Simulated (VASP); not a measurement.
# Ni (Fd-3m) in VASP: further runs

Runs on Ni. Level: RPBE. Tasks: single point.

Everything below comes from runs of VASP 6.6.1. Logs are shortened: lines on timing, memory, paths and dates and some standing lists are left out, and cuts for length are marked.

## 1. The cell of the first run

The structure is cubic, space group Fd-3m (No. 227). Conventional cell: a = 5.164 Å, b = 5.164 Å, c = 5.164 Å, α = 90.00°, β = 90.00°, γ = 90.00°. Ni (site symmetry -43m) has 4 Ni at 2.24 Å within 3.0 Å.

This isn't the form of Ni at room conditions, which is fcc.

## 2. Single point, RPBE, collinear spin, ferromagnetic start (17.21 Å³/atom)

Input file INCAR:

```
ALGO = Normal ; EDIFF = 1E-6
ENCUT = 520 ; GGA = RP
ISIF = 2 ; ISMEAR = -1
ISPIN = 2 ; LASPH = T
LCHARG = T ; LELF = T
LMAXMIX = 4 ; LORBIT = 11
LREAL = F ; LVHAR = T
LWAVE = F ; MAGMOM = -0.852 -0.852
NBANDS = 21 ; NELM = 150
PREC = Accurate ; SIGMA = 0.05
```

Input file KPOINTS:

```
k-points
0
Gamma
  12 12 12
```

Input file POSCAR:

```
Ni
1.0
    0.0000000000      2.5819774972      2.5819774972
    2.5819774972      0.0000000000      2.5819774972
    2.5819774972      2.5819774972      0.0000000000
Ni
2
Direct
    0.1250000000      0.1250000000      0.1250000000
    0.8750000000      0.8750000000      0.8750000000
```

Potentials or basis: VASP PAW PBE potentials, release 64 (Ni).

Command:

```bash
$ cat potpaw_PBE.64/Ni/POTCAR > POTCAR
$ mpirun -np 1 vasp_std > vasp.out
```

OUTCAR:

```text
EDIFF = 1E-6
   ENCUT = 520
   GGA = RP
   ISIF = 2
   ISMEAR = -1
   ISPIN = 2
   LASPH = T
   LORBIT = 11
   LREAL = F
   NELM = 150
   PREC = Accurate

 ion  position               nearest neighbor table
   1  0.125  0.125  0.125-   2 2.24   2 2.24   2 2.24   2 2.24
   2  0.875  0.875  0.875-   1 2.24   1 2.24   1 2.24   1 2.24

  LATTYP: Found a face centered cubic cell.
 ALAT       =     5.1639549944

  Lattice vectors:

 A1 = (   0.0000000000,   2.5819774972,   2.5819774972)
 A2 = (   2.5819774972,   0.0000000000,   2.5819774972)
 A3 = (   2.5819774972,   2.5819774972,   0.0000000000)

Analysis of symmetry for initial positions (statically):
=====================================================================
 Subroutine PRICEL returns:
 Original cell was already a primitive cell.

 Routine SETGRP: Setting up the symmetry group for a
 face centered cubic supercell.

 Subroutine GETGRP returns: Found 48 space group operations
 (whereof 12 operations were pure point group operations)
 out of a pool of 48 trial point group operations.

The static configuration has the point symmetry D_3d.
 The point group associated with its full space group is O_h .

Analysis of symmetry for dynamics (positions and initial velocities):
=====================================================================
 Subroutine PRICEL returns:
 Original cell was already a primitive cell.

 Routine SETGRP: Setting up the symmetry group for a
 face centered cubic supercell.

 Subroutine GETGRP returns: Found 48 space group operations
 (whereof 12 operations were pure point group operations)
 out of a pool of 48 trial point group operations.

The dynamic configuration has the point symmetry D_3d.
 The point group associated with its full space group is O_h .

Analysis of structural, dynamic, and magnetic symmetry:
=====================================================================
 Subroutine PRICEL returns:
 Original cell was already a primitive cell.

 Routine SETGRP: Setting up the symmetry group for a
 face centered cubic supercell.

 Subroutine GETGRP returns: Found 48 space group operations
 (whereof 12 operations were pure point group operations)
 out of a pool of 48 trial point group operations.

The overall configuration has the point symmetry D_3d.
 The point group associated with its full space group is O_h .

 Subroutine INISYM returns: Found 48 space group operations
 (whereof 12 operations are pure point group operations),
 and found     1 'primitive' translations

----------------------------------------------------------------------------------------

                                     Primitive cell

  volume of cell :      34.4261

  direct lattice vectors                    reciprocal lattice vectors
     0.000000000  2.581977497  2.581977497    -0.193650022  0.193650022  0.193650022
     2.581977497  0.000000000  2.581977497     0.193650022 -0.193650022  0.193650022
     2.581977497  2.581977497  0.000000000     0.193650022  0.193650022 -0.193650022

  length of vectors
     3.651467594  3.651467594  3.651467594     0.335411678  0.335411678  0.335411678

  position of ions in fractional coordinates (direct lattice)
     0.125000000  0.125000000  0.125000000
     0.875000000  0.875000000  0.875000000

  ion indices of the primitive-cell ions
   primitive index   ion index
                 1           1
                 2           2

----------------------------------------------------------------------------------------

 KPOINTS: k-points

Automatic generation of k-mesh.
 Grid dimensions read from file:
 generate k-points for:   12   12   12

 Generating k-lattice:

  Cartesian coordinates                     Fractional coordinates (reciprocal lattice)
    -0.016137502  0.016137502  0.016137502     0.083333333  0.000000000  0.000000000
     0.016137502 -0.016137502  0.016137502     0.000000000  0.083333333  0.000000000
     0.016137502  0.016137502 -0.016137502     0.000000000  0.000000000  0.083333333

  Length of vectors
     0.027950973  0.027950973  0.027950973

  Shift w.r.t. Gamma in fractional coordinates (k-lattice)
     0.000000000  0.000000000  0.000000000

 Subroutine IBZKPT returns following result:
 ===========================================

 Found     72 irreducible k-points:

 Following reciprocal coordinates:
            Coordinates               Weight
  0.000000  0.000000  0.000000      1.000000
  0.083333  0.000000  0.000000      8.000000
  0.166667  0.000000  0.000000      8.000000
  0.250000  0.000000  0.000000      8.000000
  0.333333  0.000000  0.000000      8.000000
  0.416667  0.000000  0.000000      8.000000
[... 16 lines left out ...]
  0.500000  0.166667  0.000000     24.000000
 -0.416667  0.166667  0.000000     24.000000
 [... further k-points ...]
   k-points           NKPTS =     72   k-points in BZ     NKDIM =     72   number of bands    NBANDS=     21
   number of dos      NEDOS =    301   number of ions     NIONS =      2
   total plane-waves  NPLWV =  21952
   dimension x,y,z NGX =    28 NGY =   28 NGZ =   28
   dimension x,y,z NGXF=    56 NGYF=   56 NGZF=   56
   ions per type =               2
   NGX,Y,Z   is equivalent  to a cutoff of  12.75, 12.75, 12.75 a.u.
   NGXF,Y,Z  is equivalent  to a cutoff of  25.50, 25.50, 25.50 a.u.
 SYSTEM =  unknown system
   PREC   = accura    normal or accurate (medium, high low for compatibility)
   ISTART =      0    job   : 0-new  1-cont  2-samecut
   ICHARG =      2    charge: 1-file 2-atom 10-const
   ISPIN  =      2    spin polarized calculation?
   LNONCOLLINEAR =      F non collinear calculations
   LSORBIT =      F    spin-orbit coupling
   LASPH  =      T    aspherical Exc in radial PAW
   ENCUT  =  520.0 eV  38.22 Ry    6.18 a.u.   6.79  6.79  6.79*2*pi/ulx,y,z
   NELM   =    150;   NELMIN=  2; NELMDL= -5     # of ELM steps
   EDIFF  = 0.1E-05   stopping-criterion for ELM
   LREAL  =      F    real-space projection
   EDIFFG = 0.1E-04   stopping-criterion for IOM
   NSW    =      0    number of steps for IOM
   IBRION =     -1    ionic relax: 0-MD 1-quasi-New 2-CG
   NFREE  =      0    steps in history (QN), initial steepest desc. (CG)
   ISIF   =      2    stress and relaxation
   ISYM   =      2    0-nonsym 1-usesym 2-fastsym
   POTIM  = 0.5000    time-step for ionic-motion
   TEBEG  =    0.0;   TEEND  =   0.0 temperature during run
   PSTRESS=    0.0 pullay stress
   NELECT =      20.0000    total number of electrons
   NUPDOWN=      -1.0000    fix difference up-down
   EMIN   =  10.00;   EMAX   =-10.00  energy-range for DOS
   EFERMI =   0.00;   METHOD = LEGACY
   ISMEAR =    -1;   SIGMA  =   0.05  broadening in eV -4-tet -1-fermi 0-gaus
   EFERMI_NEDOS =   21; number of points for ismear=-14 and -15
   IALGO  =     38    algorithm
   IMIX   =      4    mixing-type and parameters
     AMIX     =   0.40;   BMIX     =  1.00
     AMIX_MAG =   1.60;   BMIX_MAG =  1.00
  volume/ion in A,a.u.               =      17.21       116.16
  Fermi-wavevector in a.u.,A,eV,Ry     =   1.366016  2.581395 25.388459  1.865999
  Thomas-Fermi vector in A             =   2.492193
   LORBIT       =     11    0 simple, 1 ext, 2 COOP (PROOUT), +10 PAW based schemes
   GGA     = RP    functional components
   LHFCALC =     F    Hartree Fock is set to
   AEXX    =    0.0000 exact exchange contribution
   IVDW    =     0    specifies the selected vdW correction
   LEPSILON=     F    determine dielectric tensor
   LRPA    =     F    only Hartree local field effects (RPA)
 spin polarized calculation
  energy-cutoff  :      520.00
  volume of cell :       34.43
 maximum number of plane-waves:       944
   NGX = 13   NGY = 13   NGZ = 13

 number of electron      20.0000022 magnetization      -1.5735696

 Free energy of the ion-electron system (eV)
  ---------------------------------------------------
  ext. energy  EPLUGINS =         0.00000000
  ---------------------------------------------------
  free energy    TOTEN  =        -7.65889828 eV

  energy without entropy =       -7.62717440  energy(sigma->0) =       -7.64303634

 E-fermi :   4.5032     XC(G=0): -10.3346

 val. band max:        4.4985424572   @ k =   0.5000   0.0833   0.0000
 cond. band min:       4.5093565591   @ k =   0.5000   0.1667   0.0000
 fundamental gap:      0.0108141019
 Fermi energy:         4.5031610138

 spin component 1

 k-point     1 :       0.0000    0.0000    0.0000
  band No.  band energies     occupation
      1      -1.8779      1.00000
      2       2.1886      1.00000
      3       2.1886      1.00000
      4       2.2341      1.00000
      5       2.2341      1.00000
      6       2.2341      1.00000
[... 13 lines left out ...]
     20      21.1088      0.00000
     21      21.1088      0.00000

 k-point     2 :       0.0833    0.0000    0.0000
  band No.  band energies     occupation
      1      -1.7573      1.00000
      2       2.1063      1.00000
      3       2.1063      1.00000
      4       2.2384      1.00000
      5       2.3412      1.00000
      6       2.3412      1.00000
[... 13 lines left out ...]
     20      20.5276      0.00000
     21      20.5276      0.00000

 k-point     3 :       0.1667    0.0000    0.0000
  band No.  band energies     occupation
      1      -1.4013      1.00000
      2       2.0476      1.00000
      3       2.0476      1.00000
      4       2.2555      1.00000
      5       2.4585      1.00000
      6       2.4585      1.00000
[... 13 lines left out ...]
     20      19.9513      0.00000
     21      20.9767      0.00000
[... 457 lines left out ...]
 k-point    23 :       0.5000    0.1667    0.0000
  band No.  band energies     occupation
      1       1.1733      1.00000
      2       1.8327      1.00000
      3       2.2183      1.00000
      4       2.2275      1.00000
      5       2.5598      1.00000
      6       2.5734      1.00000
[... 13 lines left out ...]
     20      25.2164      0.00000
     21      26.0310      0.00000

 k-point    24 :      -0.4167    0.1667    0.0000
  band No.  band energies     occupation
      1       1.2754      1.00000
      2       1.9164      1.00000
      3       2.1195      1.00000
      4       2.2208      1.00000
      5       2.4802      1.00000
      6       2.6530      1.00000
[... 13 lines left out ...]
     20      23.3836      0.00000
     21      24.2871      0.00000

 [... further k-points ...]

 spin component 2

 k-point     1 :       0.0000    0.0000    0.0000
  band No.  band energies     occupation
      1      -1.8338      1.00000
      2       1.4539      1.00000
      3       1.4539      1.00000
      4       1.4664      1.00000
      5       1.4664      1.00000
      6       1.4664      1.00000
[... 13 lines left out ...]
     20      21.1793      0.00000
     21      21.1793      0.00000

 k-point     2 :       0.0833    0.0000    0.0000
  band No.  band energies     occupation
      1      -1.7137      1.00000
      2       1.3614      1.00000
      3       1.3614      1.00000
      4       1.4707      1.00000
      5       1.5811      1.00000
      6       1.5811      1.00000
[... 13 lines left out ...]
     20      20.5765      0.00000
     21      20.5765      0.00000

 k-point     3 :       0.1667    0.0000    0.0000
  band No.  band energies     occupation
      1      -1.3605      1.00000
      2       1.3031      1.00000
      3       1.3031      1.00000
      4       1.4874      1.00000
      5       1.6914      1.00000
      6       1.6914      1.00000
[... 13 lines left out ...]
     20      19.9879      0.00000
     21      20.9272      0.00000
[... 457 lines left out ...]
 k-point    23 :       0.5000    0.1667    0.0000
  band No.  band energies     occupation
      1       0.9548      1.00000
      2       1.1197      1.00000
      3       1.4322      1.00000
      4       1.4889      1.00000
      5       1.8101      1.00000
      6       1.8494      1.00000
[... 13 lines left out ...]
     20      25.2476      0.00000
     21      25.9956      0.00000

 k-point    24 :      -0.4167    0.1667    0.0000
  band No.  band energies     occupation
      1       0.9792      1.00000
      2       1.2372      1.00000
      3       1.3428      1.00000
      4       1.5020      1.00000
      5       1.7479      1.00000
      6       1.8916      1.00000
[... 13 lines left out ...]
     20      23.3828      0.00000
     21      24.2638      0.00000

 [... further k-points ...]

------------------------ aborting loop because EDIFF is reached ----------------------------------------

  FORCE on cell =-STRESS in cart. coord.  units (eV):
  Direction    XX          YY          ZZ          XY          YZ          ZX
  --------------------------------------------------------------------------------------
  -------------------------------------------------------------------------------------
  Total        0.0267153      0.0267153      0.0267153     -0.0000000     -0.0000000     -0.0000000
  in kB        1.2433206      1.2433206      1.2433206     -0.0000000     -0.0000000     -0.0000000
  external PRESSURE =       1.2433206 kB  Pullay stress =       0.0000000 kB

 VOLUME and BASIS-vectors are now :
 -----------------------------------------------------------------------------
  energy-cutoff  :      520.00
  volume of cell :       34.43
      direct lattice vectors                 reciprocal lattice vectors
     0.000000000  2.581977497  2.581977497    -0.193650022  0.193650022  0.193650022
     2.581977497  0.000000000  2.581977497     0.193650022 -0.193650022  0.193650022
     2.581977497  2.581977497  0.000000000     0.193650022  0.193650022 -0.193650022

 POSITION                                       TOTAL-FORCE (eV/Angst)
 -----------------------------------------------------------------------------------
      0.64549      0.64549      0.64549        -0.000000     -0.000000      0.000000
      4.51846      4.51846      4.51846         0.000000      0.000000     -0.000000
 -----------------------------------------------------------------------------------
    total drift:                                0.000000      0.000000     -0.000000

  FREE ENERGIE OF THE ION-ELECTRON SYSTEM (eV)
  ---------------------------------------------------
  free  energy   TOTEN  =        -7.6588982752 eV

  energy  without entropy=       -7.6271743989  energy(sigma->0) =       -7.64303634

 total charge

# of ion       s       p       d       tot
------------------------------------------
    1        0.525   0.319   8.320   9.165
    2        0.525   0.319   8.320   9.165
--------------------------------------------------
tot          1.051   0.638  16.640  18.329

 magnetization (x)

# of ion       s       p       d       tot
------------------------------------------
    1        0.016   0.020  -0.837  -0.801
    2        0.016   0.020  -0.837  -0.801
--------------------------------------------------
tot          0.031   0.040  -1.673  -1.601
```

Wall time 45 s (1 thread of Intel Xeon 6975P-C (Granite Rapids), shared host); peak memory 0.21 GiB.

What came out:

```
Free energy                                           : -7.6589 eV
Pressure                                              : 0.1 GPa
Net moment                                            : -1.57 μB per cell
Site moments                                          : Ni -0.80 μB
Valence electrons inside the program's atomic spheres : Ni 9.16
```

Caveat: the PAW data sets were made with another functional, which shifts forces and pressure a little.

## 3. Single point, RPBE, collinear spin, ferromagnetic start (17.90 Å³/atom)

This run uses another cell than the first one, of 17.90 Å³/atom.

Input file INCAR:

```
PREC = Accurate ; ENCUT = 520
EDIFF = 1E-6 ; ISMEAR = -1
SIGMA = 0.05 ; LREAL = False
LASPH = True ; NELM = 150
ALGO = Normal ; ISIF = 2
LWAVE = False ; LCHARG = False
ISPIN = 2 ; MAGMOM = -0.852 -0.852
LORBIT = 11 ; LMAXMIX = 4
GGA = RP ; NBANDS = 21
```

Input file KPOINTS:

```
regular mesh
0
Gamma
  12 12 12
```

Input file POSCAR:

```
Ni
1.0
    0.0000000000      2.6159547817      2.6159547817
    2.6159547817      0.0000000000      2.6159547817
    2.6159547817      2.6159547817      0.0000000000
Ni
2
Direct
    0.1250000000      0.1250000000      0.1250000000
    0.8750000000      0.8750000000      0.8750000000
```

Potentials or basis: VASP PAW PBE potentials, release 64 (Ni).

Command:

```bash
$ cat potpaw_PBE.64/Ni/POTCAR > POTCAR
$ mpirun -np 1 vasp_std > vasp.out
```

Run time: 44 s. Hardware: 1 thread of Intel Xeon 6975P-C (Granite Rapids), shared host; peak memory 0.21 GiB.

Results (log left out):

| Quantity | Value |
| --- | --- |
| Free energy | -7.6474 eV |
| Pressure | -2.7 GPa |
| Net moment | -1.58 μB per cell |
| Site moments | Ni -0.81 μB |
| Valence electrons inside the program's atomic spheres | Ni 9.12 |

Levels at points of the mesh, in eV from the Fermi level:
Spin up:
| k point | band 6 | band 7 | band 8 | band 9 | band 10 | band 11 | band 12 | band 13 |
| --- | --- | --- | --- | --- | --- | --- | --- | --- |
| (0.00, 0.00, 0.00) | -2.15 | -0.78 | -0.78 | -0.78 | 0.09 | 0.09 | 11.06 | 11.06 |
| (0.50, 0.00, 0.00) | -2.09 | -1.31 | -0.52 | -0.52 | -0.01 | -0.01 | 0.93 | 8.08 |
| (0.50, 0.50, 0.00) | -1.89 | -1.00 | -1.00 | 0.12 | 0.12 | 1.30 | 1.30 | 4.25 |
Spin down:
```csv
k point,band 7,band 8,band 9,band 10,band 11,band 12,band 13,band 14,band 15,band 16
"(0.00, 0.00, 0.00)",-1.65,-1.65,-1.65,-0.82,-0.82,10.95,10.95,10.95,11.62,11.62
"(0.50, 0.00, 0.00)",-1.36,-1.36,-1.26,-0.96,-0.96,0.18,8.02,8.02,11.82,12.00
"(0.50, 0.50, 0.00)",-1.83,-1.83,-0.86,-0.86,0.81,0.81,4.30,4.30,8.73,8.73
```

Caveat: the PAW data sets were made with another functional, which shifts forces and pressure a little.
